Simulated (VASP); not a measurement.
# InP (Cmcm) in VASP: further runs

InP is run at these levels: PBE; tasks: relaxation of cell and atoms, single point.

All numbers are computed with VASP 6.6.1; they aren't measurements. Logs are shortened: lines on timing, memory, paths and dates and some standing lists are left out, and cuts for length are marked.

**1. The cell of the first run**

The structure is orthorhombic, space group Cmcm (No. 63). Conventional cell: a = 4.409 Å, b = 11.130 Å, c = 4.174 Å, α = 90.00°, β = 90.00°, γ = 90.00°. Within 3.7 Å of In (site symmetry m2m) lie 2 In at 2.79 Å and 7 P at 3.10 to 3.30 Å. Within 4.2 Å of P (site symmetry m2m) lie 7 In at 3.10 to 3.30 Å and 8 P at 3.71 to 4.17 Å.

The cell was generated, and may not be a known phase.

**2. Relaxation of cell and atoms, PBE**

Input file INCAR:

```
  PREC = Accurate
  ENCUT = 600
  EDIFF = 1E-6
  ISMEAR = 0
  SIGMA = 0.1
  LREAL = False
  LASPH = True
  NELM = 60
  ALGO = Normal
  ISIF = 3
  LWAVE = False
  LCHARG = False
  GGA = PE
  IBRION = 2
  NSW = 90
  EDIFFG = -0.04
```

Input file KPOINTS:

```
regular mesh
0
Gamma
  4 4 4
```

Input file POSCAR:

```
InP
1.0
    2.2045720200     -5.5652373700      0.0000000000
    2.2045720200      5.5652373700      0.0000000000
    0.0000000000      0.0000000000      4.1744405700
In P
2 2
Direct
    0.5830000000      0.4170000000      0.7500000000
    0.4170000000      0.5830000000      0.2500000000
    0.8620000000      0.1380000000      0.7500000000
    0.1380000000      0.8620000000      0.2500000000
```

Potentials or basis: VASP PAW PBE potentials, release 64 (In_d, P).

Launch:

```
> cat potpaw_PBE.64/In_d/POTCAR potpaw_PBE.64/P/POTCAR > POTCAR
> mpirun -np 1 vasp_std > vasp.out
```

OUTCAR:

```text
PREC = Accurate
   ENCUT = 600
   EDIFF = 1E-6
   ISMEAR = 0
   LREAL = False
   LASPH = True
   NELM = 60
   ISIF = 3
   GGA = PE
   IBRION = 2
   NSW = 90
   EDIFFG = -0.04

 ion  position               nearest neighbor table
   1  0.583  0.417  0.750-   2 2.79   2 2.79   4 3.10   4 3.10   4 3.10   4 3.10   3 3.11   3 3.30
                             3 3.30
   2  0.417  0.583  0.250-   1 2.79   1 2.79   3 3.10   3 3.10   3 3.10   3 3.10   4 3.11   4 3.30
                             4 3.30
   3  0.862  0.138  0.750-   2 3.10   2 3.10   2 3.10   2 3.10   1 3.11   1 3.30   1 3.30
   4  0.138  0.862  0.250-   1 3.10   1 3.10   1 3.10   1 3.10   2 3.11   2 3.30   2 3.30

  LATTYP: Found a base centered orthorhombic cell.
 ALAT       =     4.4091440400
 B/A-ratio  =     2.5244071500
 C/A-ratio  =     0.9467689266

  Lattice vectors:

 A1 = (   2.2045720200,  -5.5652373700,   0.0000000000)
 A2 = (   2.2045720200,   5.5652373700,   0.0000000000)
 A3 = (   0.0000000000,   0.0000000000,   4.1744405700)

Analysis of symmetry for initial positions (statically):
=====================================================================
 Subroutine PRICEL returns:
 Original cell was already a primitive cell.

 Routine SETGRP: Setting up the symmetry group for a
 base centered orthorhombic supercell.

 Subroutine GETGRP returns: Found  8 space group operations
 (whereof  4 operations were pure point group operations)
 out of a pool of  8 trial point group operations.

The static configuration has the point symmetry C_2h.
 The point group associated with its full space group is D_2h.

Analysis of symmetry for dynamics (positions and initial velocities):
=====================================================================
 Subroutine PRICEL returns:
 Original cell was already a primitive cell.

 Routine SETGRP: Setting up the symmetry group for a
 base centered orthorhombic supercell.

 Subroutine GETGRP returns: Found  8 space group operations
 (whereof  4 operations were pure point group operations)
 out of a pool of  8 trial point group operations.

The dynamic configuration has the point symmetry C_2h.
 The point group associated with its full space group is D_2h.

 Subroutine INISYM returns: Found  8 space group operations
 (whereof  4 operations are pure point group operations),
 and found     1 'primitive' translations

----------------------------------------------------------------------------------------

                                     Primitive cell

  volume of cell :     102.4321

  direct lattice vectors                    reciprocal lattice vectors
     2.204572020 -5.565237370  0.000000000     0.226801391 -0.089843427  0.000000000
     2.204572020  5.565237370  0.000000000     0.226801391  0.089843427  0.000000000
     0.000000000  0.000000000  4.174440570     0.000000000  0.000000000  0.239553057

  length of vectors
     5.985984027  5.985984027  4.174440570     0.243948175  0.243948175  0.239553057

  position of ions in fractional coordinates (direct lattice)
     0.583000000  0.417000000  0.750000000
     0.417000000  0.583000000  0.250000000
     0.862000000  0.138000000  0.750000000
     0.138000000  0.862000000  0.250000000

  ion indices of the primitive-cell ions
   primitive index   ion index
                 1           1
                 2           2
                 3           3
                 4           4

----------------------------------------------------------------------------------------

 KPOINTS: regular mesh

Automatic generation of k-mesh.
 Grid dimensions read from file:
 generate k-points for:    4    4    4

 Generating k-lattice:

  Cartesian coordinates                     Fractional coordinates (reciprocal lattice)
     0.056700348 -0.022460857  0.000000000     0.250000000  0.000000000  0.000000000
     0.056700348  0.022460857  0.000000000     0.000000000  0.250000000  0.000000000
     0.000000000  0.000000000  0.059888264     0.000000000  0.000000000  0.250000000

  Length of vectors
     0.060987044  0.060987044  0.059888264

  Shift w.r.t. Gamma in fractional coordinates (k-lattice)
     0.000000000  0.000000000  0.000000000

 Subroutine IBZKPT returns following result:
 ===========================================

 Found     21 irreducible k-points:

 Following reciprocal coordinates:
            Coordinates               Weight
  0.000000  0.000000  0.000000      1.000000
  0.250000 -0.000000  0.000000      4.000000
  0.500000 -0.000000  0.000000      2.000000
  0.250000  0.250000  0.000000      2.000000
  0.500000  0.250000  0.000000      4.000000
 -0.250000  0.250000  0.000000      2.000000
[... 13 lines left out ...]
 -0.250000  0.250000  0.500000      2.000000
  0.500000  0.500000  0.500000      1.000000
   k-points           NKPTS =     21   k-points in BZ     NKDIM =     21   number of bands    NBANDS=     22
   number of dos      NEDOS =    301   number of ions     NIONS =      4
   total plane-waves  NPLWV =  82944
   dimension x,y,z NGX =    48 NGY =   48 NGZ =   36
   dimension x,y,z NGXF=    96 NGYF=   96 NGZF=   72
   ions per type =               2   2
   NGX,Y,Z   is equivalent  to a cutoff of  13.33, 13.33, 14.34 a.u.
   NGXF,Y,Z  is equivalent  to a cutoff of  26.66, 26.66, 28.67 a.u.
 SYSTEM =  unknown system
   PREC   = accura    normal or accurate (medium, high low for compatibility)
   ISTART =      0    job   : 0-new  1-cont  2-samecut
   ICHARG =      2    charge: 1-file 2-atom 10-const
   ISPIN  =      1    spin polarized calculation?
   LNONCOLLINEAR =      F non collinear calculations
   LSORBIT =      F    spin-orbit coupling
   LASPH  =      T    aspherical Exc in radial PAW
   ENCUT  =  600.0 eV  44.10 Ry    6.64 a.u.  11.96 11.96  8.34*2*pi/ulx,y,z
   NELM   =     60;   NELMIN=  2; NELMDL= -5     # of ELM steps
   EDIFF  = 0.1E-05   stopping-criterion for ELM
   LREAL  =      F    real-space projection
   EDIFFG = -.4E-01   stopping-criterion for IOM
   NSW    =     90    number of steps for IOM
   IBRION =      2    ionic relax: 0-MD 1-quasi-New 2-CG
   NFREE  =      1    steps in history (QN), initial steepest desc. (CG)
   ISIF   =      3    stress and relaxation
   ISYM   =      2    0-nonsym 1-usesym 2-fastsym
   POTIM  = 0.5000    time-step for ionic-motion
   TEBEG  =    0.0;   TEEND  =   0.0 temperature during run
   PSTRESS=    0.0 pullay stress
   NELECT =      36.0000    total number of electrons
   NUPDOWN=      -1.0000    fix difference up-down
   EMIN   =  10.00;   EMAX   =-10.00  energy-range for DOS
   EFERMI =   0.00;   METHOD = LEGACY
   ISMEAR =     0;   SIGMA  =   0.10  broadening in eV -4-tet -1-fermi 0-gaus
   EFERMI_NEDOS =   21; number of points for ismear=-14 and -15
   IALGO  =     38    algorithm
   IMIX   =      4    mixing-type and parameters
     AMIX     =   0.40;   BMIX     =  1.00
     AMIX_MAG =   1.60;   BMIX_MAG =  1.00
  volume/ion in A,a.u.               =      25.61       172.81
  Fermi-wavevector in a.u.,A,eV,Ry     =   1.155306  2.183211 18.160121  1.334731
  Thomas-Fermi vector in A             =   2.291935
   LORBIT       =      0    0 simple, 1 ext, 2 COOP (PROOUT), +10 PAW based schemes
   GGA     = PE    functional components
   LHFCALC =     F    Hartree Fock is set to
   AEXX    =    0.0000 exact exchange contribution
   IVDW    =     0    specifies the selected vdW correction
   LEPSILON=     F    determine dielectric tensor
   LRPA    =     F    only Hartree local field effects (RPA)
 conjugate gradient relaxation of ions
 non-spin polarized calculation
 Gauss-broadening in eV      SIGMA  =   0.10
  energy-cutoff  :      600.00
  volume of cell :      102.43
 maximum number of plane-waves:      3437
   NGX = 23   NGY = 23   NGZ = 17

--------------------------------------- Ionic step        1  -------------------------------------------

 number of electron      36.0000001 magnetization

 Free energy of the ion-electron system (eV)
  ---------------------------------------------------
  ext. energy  EPLUGINS =         0.00000000
  ---------------------------------------------------
  free energy    TOTEN  =       -13.14144907 eV

  energy without entropy =      -13.11727281  energy(sigma->0) =      -13.12936094

------------------------ aborting loop because EDIFF is reached ----------------------------------------

  FORCE on cell =-STRESS in cart. coord.  units (eV):
  Direction    XX          YY          ZZ          XY          YZ          ZX
  --------------------------------------------------------------------------------------
  -------------------------------------------------------------------------------------
  Total       -5.8222198     -3.1794447     -1.2661484      0.0000000      0.0000000      0.0000000
  in kB      -91.0673954    -49.7308175    -19.8042743      0.0000000      0.0000000      0.0000000
  external PRESSURE =     -53.5341624 kB  Pullay stress =       0.0000000 kB
[... 95 lines left out ...]
  FREE ENERGIE OF THE ION-ELECTRON SYSTEM (eV)
  ---------------------------------------------------
  free  energy   TOTEN  =       -14.2708307784 eV

  energy  without entropy=      -14.2572191143  energy(sigma->0) =      -14.26402495

 E-fermi :   6.4108     XC(G=0):  -9.9482

 val. band max:        6.3865048785   @ k =   0.2500  -0.0000   0.0000
 cond. band min:       6.4225353266   @ k =  -0.2500   0.2500   0.2500
 fundamental gap:      0.0360304480
 Fermi energy:         6.4107975157

 k-point     1 :       0.0000    0.0000    0.0000
  band No.  band energies     occupation
      1      -8.4066      2.00000
      2      -8.2399      2.00000
      3      -8.1820      2.00000
      4      -8.1703      2.00000
      5      -8.1631      2.00000
      6      -8.1490      2.00000
[... 499 lines left out ...]
      6      -8.1492      2.00000
[... 14 lines left out ...]
     21       9.8659      0.00000
     22       9.8659      0.00000

[... ionic steps 4 to 26 ...]

--------------------------------------- Ionic step       27  -------------------------------------------

 number of electron      36.0000003 magnetization

------------------------ aborting loop because EDIFF is reached ----------------------------------------

  FORCE on cell =-STRESS in cart. coord.  units (eV):
  Direction    XX          YY          ZZ          XY          YZ          ZX
  --------------------------------------------------------------------------------------
  -------------------------------------------------------------------------------------
  Total        0.0823851     -0.1752356      0.2077575      0.0000000      0.0000000      0.0000000
  in kB        1.4536938     -3.0920498      3.6659012      0.0000000      0.0000000      0.0000000
  external PRESSURE =       0.6758484 kB  Pullay stress =       0.0000000 kB
[... 61 lines left out ...]
  energy  without entropy=      -15.1458231263  energy(sigma->0) =      -15.14952676

--------------------------------------- Ionic step       29  -------------------------------------------

 number of electron      35.9999992 magnetization

 Free energy of the ion-electron system (eV)
  ---------------------------------------------------
  ext. energy  EPLUGINS =         0.00000000
  ---------------------------------------------------
  free energy    TOTEN  =       -15.15439999 eV

  energy without entropy =      -15.14670770  energy(sigma->0) =      -15.15055384

 E-fermi :   6.6525     XC(G=0): -10.0798

 val. band max:        6.5138651917   @ k =  -0.2500   0.2500   0.2500
 cond. band min:       6.6867101756   @ k =   0.5000   0.5000   0.2500
 fundamental gap:      0.1728449839
 Fermi energy:         6.6525479340

 k-point     1 :       0.0000    0.0000    0.0000
  band No.  band energies     occupation
      1      -8.1400      2.00000
      2      -7.9526      2.00000
      3      -7.8902      2.00000
      4      -7.8899      2.00000
      5      -7.8824      2.00000
      6      -7.8660      2.00000
[... 545 lines left out ...]
  FREE ENERGIE OF THE ION-ELECTRON SYSTEM (eV)
  ---------------------------------------------------
  free  energy   TOTEN  =       -15.1543999871 eV

  energy  without entropy=      -15.1467077026  energy(sigma->0) =      -15.15055384

 reached required accuracy - stopping structural energy minimisation
```

Run time: 29 min. Hardware: 1 thread of Intel Xeon 8259CL, shared host; peak memory 0.32 GiB.

Results:

```
Free energy                           : -15.1544 eV
Relaxed volume                        : 22.54 Å³/atom
Relaxed cell                          : a = 6.454 Å, b = 6.454 Å, c = 3.903 Å, α = 90.00°, β = 90.00°, γ = 146.32°
Space group after relaxing (to 0.1 Å) : Cmcm (No. 63)
Energy gained by relaxing             : 503.2 meV/atom
Ionic steps                           : 29
Pressure after relaxing               : 0.1 GPa
Largest force after relaxing          : 0.020 eV/Å
Band gap on the k mesh                : zero (bands 18 and 19 overlap by 0.89 eV)
```

Forces on the atoms (eV/Å):
```
In   0.000  0.013  0.000
In   0.000 -0.013  0.000
P    0.000 -0.020  0.000
P    0.000  0.020  0.000
```

Stress tensor (GPa, compression positive):
```
0.18 0.00 0.00
0.00 0.09 0.00
0.00 0.00 0.16
```

Step by step:
```csv
step,energy change (eV),largest force (eV/Å),pressure (GPa),volume (Å³)
1,0.0000,2.2145,-5.35,102.43
2,-0.8323,1.8976,-1.82,90.19
3,-1.1294,1.2583,6.12,79.59
4,-1.4866,0.6678,2.68,83.06
5,-1.5273,0.8186,2.10,84.25
6,-1.5591,1.0664,1.64,86.57
7,-1.8161,0.4298,-2.09,92.84
8,-1.8207,0.3920,-1.84,91.99
9,-1.8209,0.3836,-1.80,91.84
10,-1.8526,0.3192,1.51,88.34
11,-1.8563,0.3347,0.63,89.15
12,-1.8936,0.2603,0.70,89.19
13,-1.9106,0.4442,1.34,89.20
14,-1.9242,0.2856,0.92,89.22
15,-1.9495,0.1347,-0.55,91.41
16,-1.9533,0.1447,-1.42,92.81
17,-1.9695,0.1247,-1.26,92.74
18,-1.9989,0.0465,-0.72,92.45
19,-1.9992,0.0614,-0.66,92.41
20,-2.0044,0.0313,0.10,91.26
21,-2.0047,0.0535,0.35,90.91
22,-2.0079,0.0837,0.24,90.98
23,-2.0088,0.1068,0.13,91.02
24,-2.0101,0.0647,-0.15,91.31
25,-2.0101,0.0496,-0.25,91.42
26,-2.0109,0.0331,-0.06,91.03
27,-2.0110,0.0224,0.07,90.80
28,-2.0118,0.0210,0.09,90.64
29,-2.0130,0.0198,0.14,90.15
```

Final structure:
```
CELL_PARAMETERS angstrom
1.86944 -6.17710 0.00000
1.86944 6.17710 0.00000
0.00000 0.00000 3.90344
ATOMIC_POSITIONS crystal
In 0.65690 0.34310 0.75000
In 0.34310 0.65690 0.25000
P 0.88170 0.11830 0.75000
P 0.11830 0.88170 0.25000
```

Caveat: the k points lie up to 0.44 Å⁻¹ apart in the final cell, too coarse for converged energies and pressures of a metal; spin-orbit coupling is left out, which moves the levels of the heavy elements.

[end of part 1 of 2]

The gap in the log of VASP goes by the Fermi energy; the results here count the filled bands.